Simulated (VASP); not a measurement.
# Sn (a cell with a defect) in VASP: relaxation of the atoms with LDA

Aim: the relaxation of the atoms of Sn (a cell with a defect) with LDA.

All numbers are computed with VASP 6.6.1; they aren't measurements. Logs are shortened: lines on timing, memory, paths and dates and some standing lists are left out, and cuts for length are marked.

**1. The cell of the first run**

The cell holds a defect, 11 atoms: a = 9.845 Å, b = 6.563 Å, c = 6.563 Å, α = 109.47°, β = 109.47°, γ = 109.47°.

**2. Relaxation of the atoms, LDA**

File INCAR:

```
ALGO = Normal
EDIFF = 1E-7
EDIFFG = -0.05
ENCUT = 450
GGA = CA
GGA_COMPAT = F
IBRION = 2
ISIF = 2
ISMEAR = -1
KPAR = 4
LASPH = T
LCHARG = F
LREAL = F
LWAVE = F
NELM = 120
NELMIN = 4
NSW = 60
PREC = Accurate
SIGMA = 0.1
```

File KPOINTS:

```
k-points
0
Gamma
  2 3 3
```

File POSCAR:

```
Sn
1.0
   -5.6839560000      5.6839560000      5.6839560000
    3.7893040000     -3.7893040000      3.7893040000
    3.7893040000      3.7893040000     -3.7893040000
Sn
11
Direct
    0.0000000000      0.0000000000      0.5000000000
    0.0000000000      0.5000000000      0.0000000000
    0.0000000000      0.5000000000      0.5000000000
    0.3333333333      0.0000000000      0.0000000000
    0.3333333333      0.0000000000      0.5000000000
    0.3333333333      0.5000000000      0.0000000000
    0.3333333333      0.5000000000      0.5000000000
    0.6666666667      0.0000000000      0.0000000000
    0.6666666667      0.0000000000      0.5000000000
    0.6666666667      0.5000000000      0.0000000000
    0.6666666667      0.5000000000      0.5000000000
```

Potentials or basis: VASP PAW LDA potentials, release 64 (Sn_d).

Command:

```
cat potpaw_LDA.64/Sn_d/POTCAR > POTCAR
mpirun -np 4 vasp_std > vasp.out
```

OUTCAR:

```text
EDIFF = 1E-7
   EDIFFG = -0.05
   ENCUT = 450
   GGA = CA
   IBRION = 2
   ISIF = 2
   ISMEAR = -1
   LASPH = T
   LREAL = F
   NELM = 120
   NELMIN = 4
   NSW = 60
   PREC = Accurate

 ion  position               nearest neighbor table
   1  0.000  0.000  0.500-   5 3.28   9 3.28   6 3.28  10 3.28   3 3.28   3 3.28
   2  0.000  0.500  0.000-   6 3.28  10 3.28   5 3.28   9 3.28   3 3.28   3 3.28
   3  0.000  0.500  0.500-   7 3.28  11 3.28   4 3.28   8 3.28   1 3.28   2 3.28   1 3.28   2 3.28

   4  0.333  0.000  0.000-   3 3.28   6 3.28   5 3.28   6 3.28   5 3.28  11 3.28   8 3.28
   5  0.333  0.000  0.500-   1 3.28   2 3.28   7 3.28   4 3.28   7 3.28   4 3.28  10 3.28   9 3.28

   6  0.333  0.500  0.000-   2 3.28   1 3.28   7 3.28   7 3.28   4 3.28   4 3.28   9 3.28  10 3.28

   7  0.333  0.500  0.500-   3 3.28   5 3.28   6 3.28   6 3.28   5 3.28   8 3.28  11 3.28
   8  0.667  0.000  0.000-   3 3.28   9 3.28  10 3.28   9 3.28  10 3.28   7 3.28   4 3.28
   9  0.667  0.000  0.500-   1 3.28   2 3.28   8 3.28  11 3.28   8 3.28  11 3.28   6 3.28   5 3.28

  10  0.667  0.500  0.000-   2 3.28   1 3.28   8 3.28  11 3.28  11 3.28   8 3.28   5 3.28   6 3.28

  11  0.667  0.500  0.500-   3 3.28   9 3.28  10 3.28  10 3.28   9 3.28   4 3.28   7 3.28

  LATTYP: Found a base centered monoclinic cell.
 ALAT       =     7.5786080000
 B/A-ratio  =     1.4142135624
 C/A-ratio  =     1.0897247359
 COS(beta)  =    -0.2294157339

  Lattice vectors:

 A1 = (  -3.7893040000,   3.7893040000,  -3.7893040000)
 A2 = (  -3.7893040000,  -3.7893040000,   3.7893040000)
 A3 = (   1.8946520000,   5.6839560000,   5.6839560000)

Analysis of symmetry for initial positions (statically):
=====================================================================
 Subroutine PRICEL returns:
 Original cell was already a primitive cell.

 Routine SETGRP: Setting up the symmetry group for a
 base centered monoclinic supercell.

 Subroutine GETGRP returns: Found  4 space group operations
 (whereof  4 operations were pure point group operations)
 out of a pool of  4 trial point group operations.

The static configuration has the point symmetry C_2h.

Analysis of symmetry for dynamics (positions and initial velocities):
=====================================================================
 Subroutine PRICEL returns:
 Original cell was already a primitive cell.

 Routine SETGRP: Setting up the symmetry group for a
 base centered monoclinic supercell.

 Subroutine GETGRP returns: Found  4 space group operations
 (whereof  4 operations were pure point group operations)
 out of a pool of  4 trial point group operations.

The dynamic configuration has the point symmetry C_2h.

 Subroutine INISYM returns: Found  4 space group operations
 (whereof  4 operations are pure point group operations),
 and found     1 'primitive' translations

----------------------------------------------------------------------------------------

                                     Primitive cell

  volume of cell :     326.4597

  direct lattice vectors                    reciprocal lattice vectors
    -5.683956000  5.683956000  5.683956000     0.000000000  0.087966902  0.087966902
     3.789304000 -3.789304000  3.789304000     0.131950353  0.000000000  0.131950353
     3.789304000  3.789304000 -3.789304000     0.131950353  0.131950353  0.000000000

  length of vectors
     9.844900580  6.563267053  6.563267053     0.124403986  0.186605979  0.186605979

  position of ions in fractional coordinates (direct lattice)
     0.000000000  0.000000000  0.500000000
     0.000000000  0.500000000  0.000000000
     0.000000000  0.500000000  0.500000000
     0.333333333  0.000000000  0.000000000
     0.333333333  0.000000000  0.500000000
     0.333333333  0.500000000  0.000000000
     0.333333333  0.500000000  0.500000000
     0.666666667  0.000000000  0.000000000
     0.666666667  0.000000000  0.500000000
     0.666666667  0.500000000  0.000000000
     0.666666667  0.500000000  0.500000000

  ion indices of the primitive-cell ions
   primitive index   ion index
                 1           1
                 2           2
                 3           3
                 4           4
                 5           5
                 6           6
                 7           7
                 8           8
                 9           9
                10          10
                11          11

----------------------------------------------------------------------------------------

 KPOINTS: k-points

Automatic generation of k-mesh.
 Grid dimensions read from file:
 generate k-points for:    2    3    3

 Generating k-lattice:

  Cartesian coordinates                     Fractional coordinates (reciprocal lattice)
     0.000000000  0.043983451  0.043983451     0.500000000  0.000000000  0.000000000
     0.043983451  0.000000000  0.043983451     0.000000000  0.333333333  0.000000000
     0.043983451  0.043983451  0.000000000     0.000000000  0.000000000  0.333333333

  Length of vectors
     0.062201993  0.062201993  0.062201993

  Shift w.r.t. Gamma in fractional coordinates (k-lattice)
     0.000000000  0.000000000  0.000000000

 -----------------------------------------------------------------------------
|                                                                             |
|           W    W    AA    RRRRR   N    N  II  N    N   GGGG   !!!           |
|           W    W   A  A   R    R  NN   N  II  NN   N  G    G  !!!           |
|           W    W  A    A  R    R  N N  N  II  N N  N  G       !!!           |
|           W WW W  AAAAAA  RRRRR   N  N N  II  N  N N  G  GGG   !            |
|           WW  WW  A    A  R   R   N   NN  II  N   NN  G    G                |
|           W    W  A    A  R    R  N    N  II  N    N   GGGG   !!!           |
|                                                                             |
|     Your reciprocal lattice and k-lattice belong to different lattice       |
|     classes:                                                                |
|                                                                             |
|        The reciprocal lattice is base-centered monoclinic,                  |
|        whereas your k-lattice is face-centered cubic.                       |
|                                                                             |
|     Results are often still useful ...                                      |
|                                                                             |
 -----------------------------------------------------------------------------

 Subroutine IBZKPT returns following result:
 ===========================================

 Found      8 irreducible k-points:

 Following reciprocal coordinates:
            Coordinates               Weight
  0.000000  0.000000  0.000000      1.000000
  0.500000  0.000000  0.000000      1.000000
  0.000000  0.333333  0.000000      4.000000
  0.500000  0.333333 -0.000000      4.000000
 -0.000000  0.333333  0.333333      2.000000
  0.500000  0.333333  0.333333      2.000000
  0.000000 -0.333333  0.333333      2.000000
  0.500000 -0.333333  0.333333      2.000000
   k-points           NKPTS =      8   k-points in BZ     NKDIM =      8   number of bands    NBANDS=     92
   number of dos      NEDOS =    301   number of ions     NIONS =     11
   total plane-waves  NPLWV = 161280
   dimension x,y,z NGX =    70 NGY =   48 NGZ =   48
   dimension x,y,z NGXF=   140 NGYF=   96 NGZF=   96
   ions per type =              11
   NGX,Y,Z   is equivalent  to a cutoff of  11.82, 12.16, 12.16 a.u.
   NGXF,Y,Z  is equivalent  to a cutoff of  23.64, 24.32, 24.32 a.u.
 SYSTEM =  unknown system
   PREC   = accura    normal or accurate (medium, high low for compatibility)
   ISTART =      0    job   : 0-new  1-cont  2-samecut
   ICHARG =      2    charge: 1-file 2-atom 10-const
   ISPIN  =      1    spin polarized calculation?
   LNONCOLLINEAR =      F non collinear calculations
   LSORBIT =      F    spin-orbit coupling
   LASPH  =      T    aspherical Exc in radial PAW
   ENCUT  =  450.0 eV  33.07 Ry    5.75 a.u.  17.03 11.35 11.35*2*pi/ulx,y,z
   NELM   =    120;   NELMIN=  4; NELMDL= -5     # of ELM steps
   EDIFF  = 0.1E-06   stopping-criterion for ELM
   LREAL  =      F    real-space projection
   EDIFFG = -.5E-01   stopping-criterion for IOM
   NSW    =     60    number of steps for IOM
   IBRION =      2    ionic relax: 0-MD 1-quasi-New 2-CG
   NFREE  =      1    steps in history (QN), initial steepest desc. (CG)
   ISIF   =      2    stress and relaxation
   ISYM   =      2    0-nonsym 1-usesym 2-fastsym
   POTIM  = 0.5000    time-step for ionic-motion
   TEBEG  =    0.0;   TEEND  =   0.0 temperature during run
   PSTRESS=    0.0 pullay stress
   NELECT =     154.0000    total number of electrons
   NUPDOWN=      -1.0000    fix difference up-down
   EMIN   =  10.00;   EMAX   =-10.00  energy-range for DOS
   EFERMI =   0.00;   METHOD = LEGACY
   ISMEAR =    -1;   SIGMA  =   0.10  broadening in eV -4-tet -1-fermi 0-gaus
   EFERMI_NEDOS =   21; number of points for ismear=-14 and -15
   IALGO  =     38    algorithm
   IMIX   =      4    mixing-type and parameters
     AMIX     =   0.40;   BMIX     =  1.00
     AMIX_MAG =   1.60;   BMIX_MAG =  1.00
  volume/ion in A,a.u.               =      29.68       200.28
  Fermi-wavevector in a.u.,A,eV,Ry     =   1.274398  2.408264 22.097102  1.624091
  Thomas-Fermi vector in A             =   2.407169
   LORBIT       =      0    0 simple, 1 ext, 2 COOP (PROOUT), +10 PAW based schemes
   GGA     = CA    functional components
   LHFCALC =     F    Hartree Fock is set to
   AEXX    =    0.0000 exact exchange contribution
   IVDW    =     0    specifies the selected vdW correction
   LEPSILON=     F    determine dielectric tensor
   LRPA    =     F    only Hartree local field effects (RPA)
 conjugate gradient relaxation of ions
 non-spin polarized calculation
  energy-cutoff  :      450.00
  volume of cell :      326.46
 maximum number of plane-waves:      7108
 NGX is ok and might be reduce to    70
   NGX = 35   NGY = 23   NGZ = 23

--------------------------------------- Ionic step        1  -------------------------------------------

 number of electron     153.9999989 magnetization

 Free energy of the ion-electron system (eV)
  ---------------------------------------------------
  ext. energy  EPLUGINS =         0.00000000
  ---------------------------------------------------
  free energy    TOTEN  =       -48.01929529 eV

  energy without entropy =      -47.82996374  energy(sigma->0) =      -47.92462951

------------------------ aborting loop because EDIFF is reached ----------------------------------------

  FORCE on cell =-STRESS in cart. coord.  units (eV):
  Direction    XX          YY          ZZ          XY          YZ          ZX
  --------------------------------------------------------------------------------------
  -------------------------------------------------------------------------------------
  Total       -8.7632160     -8.6724577     -8.6724577      1.1157432     -0.6756964      1.1157432
  in kB      -43.0075301    -42.5621129    -42.5621129      5.4757705     -3.3161381      5.4757707
  external PRESSURE =     -42.7105853 kB  Pullay stress =       0.0000000 kB
[... 116 lines left out ...]
  FREE ENERGIE OF THE ION-ELECTRON SYSTEM (eV)
  ---------------------------------------------------
  free  energy   TOTEN  =       -48.0630187291 eV

  energy  without entropy=      -47.8809342710  energy(sigma->0) =      -47.97197650

[... ionic steps 4 to 9 ...]

--------------------------------------- Ionic step       10  -------------------------------------------

 number of electron     154.0000034 magnetization

------------------------ aborting loop because EDIFF is reached ----------------------------------------
[... 85 lines left out ...]
--------------------------------------- Ionic step       12  -------------------------------------------

 number of electron     154.0000014 magnetization

 Free energy of the ion-electron system (eV)
  ---------------------------------------------------
  ext. energy  EPLUGINS =         0.00000000
  ---------------------------------------------------
  free energy    TOTEN  =       -48.15645909 eV

  energy without entropy =      -47.96576141  energy(sigma->0) =      -48.06111025

 E-fermi :   6.7624     XC(G=0): -10.1076

 val. band max:        6.7240938791   @ k =   0.5000  -0.3333   0.3333
 cond. band min:       6.8077710449   @ k =   0.5000  -0.3333   0.3333
 fundamental gap:      0.0836771658
 Fermi energy:         6.7623817429

 k-point     1 :       0.0000    0.0000    0.0000
  band No.  band energies     occupation
      1     -14.7473      2.00000
      2     -14.7324      2.00000
      3     -14.7258      2.00000
      4     -14.7115      2.00000
      5     -14.7002      2.00000
      6     -14.6928      2.00000
[... 725 lines left out ...]
     88       9.9618      0.00000
     89      10.4078      0.00000
 [bands above 89 left out]

------------------------ aborting loop because EDIFF is reached ----------------------------------------

  FORCE on cell =-STRESS in cart. coord.  units (eV):
  Direction    XX          YY          ZZ          XY          YZ          ZX
  --------------------------------------------------------------------------------------
  -------------------------------------------------------------------------------------
  Total       -8.8992754     -8.4436048     -8.4436048      0.6892387     -0.6838362      0.6892388
  in kB      -43.6752738    -41.4389637    -41.4389637      3.3825998     -3.3560858      3.3826005
  external PRESSURE =     -42.1844004 kB  Pullay stress =       0.0000000 kB
[... 26 lines left out ...]
  FREE ENERGIE OF THE ION-ELECTRON SYSTEM (eV)
  ---------------------------------------------------
  free  energy   TOTEN  =       -48.1564590898 eV

  energy  without entropy=      -47.9657614060  energy(sigma->0) =      -48.06111025

 reached required accuracy - stopping structural energy minimisation
```

It took 12 min on 4 MPI ranks of Intel Xeon Platinum 8488C (Sapphire Rapids), shared host; peak memory 0.37 GiB.

Results:

```
Free energy                  : -48.1565 eV
Energy gained by relaxing    : 12.5 meV/atom
Ionic steps                  : 12
Pressure after relaxing      : -4.2 GPa
Largest force after relaxing : 0.030 eV/Å
Band gap on the k mesh       : zero (bands 77 and 78 overlap by 0.78 eV)
```

Forces on the atoms (eV/Å):
```
Sn   0.000  0.000  0.000
Sn   0.000  0.000  0.000
Sn   0.000  0.000  0.000
Sn  -0.020  0.007  0.007
Sn  -0.004 -0.029  0.001
Sn  -0.004  0.001 -0.029
Sn   0.003  0.021  0.021
Sn   0.020 -0.007 -0.007
Sn   0.004  0.029 -0.001
Sn   0.004 -0.001  0.029
Sn  -0.003 -0.021 -0.021
```

Stress tensor (GPa, compression positive):
```
-4.37  0.34  0.34
 0.34 -4.14 -0.34
 0.34 -0.34 -4.14
```

The path:
| step | energy change (eV) | largest force (eV/Å) | pressure (GPa) |
| --- | --- | --- | --- |
| 1 | 0.0000 | 0.2163 | -4.27 |
| 2 | -0.0123 | 0.2009 | -4.28 |
| 3 | -0.0437 | 0.1594 | -4.30 |
| 4 | -0.0802 | 0.1250 | -4.28 |
| 5 | -0.0485 | 0.2392 | -3.97 |
| 6 | -0.0852 | 0.1425 | -4.23 |
| 7 | -0.0997 | 0.1061 | -4.23 |
| 8 | -0.1075 | 0.0978 | -4.20 |
| 9 | -0.1149 | 0.0708 | -4.22 |
| 10 | -0.1234 | 0.1195 | -4.25 |
| 11 | -0.1296 | 0.0924 | -4.24 |
| 12 | -0.1372 | 0.0300 | -4.22 |

Final structure:
```xyz
11
Lattice="-5.6840 5.6840 5.6840 3.7893 -3.7893 3.7893 3.7893 3.7893 -3.7893" Properties=species:S:1:pos:R:3 pbc="T T T"
Sn    1.8947    1.8947   -1.8947
Sn    1.8947   -1.8947    1.8947
Sn    3.7893    0.0000    0.0000
Sn    5.5758    1.9348    1.9348
Sn    0.0076    3.5801    0.1361
Sn    0.0076    0.1361    3.5801
Sn    2.0275    1.8268    1.8268
Sn   -3.6812    3.7492    3.7492
Sn    1.8871    2.1038    5.5478
Sn    1.8871    5.5478    2.1038
Sn   -0.1328    3.8572    3.8572
```

Levels at points of the mesh, in eV from the Fermi level:
| k point | band 74 | band 75 | band 76 | band 77 | band 78 | band 79 |
| --- | --- | --- | --- | --- | --- | --- |
| (0.00, 0.00, 0.00) | -1.86 | -1.08 | -1.04 | -0.41 | 0.34 | 0.99 |
| (0.50, 0.00, 0.00) | -1.94 | -1.91 | -0.29 | 0.07 | 0.11 | 0.95 |

Caveat: the k points lie up to 0.39 Å⁻¹ apart, too coarse for converged energies and pressures of a metal; spin-orbit coupling is left out, which moves the levels of the heavy elements; the relaxation stopped at a loose force limit of 0.05 eV/Å, so its end isn't a converged minimum.
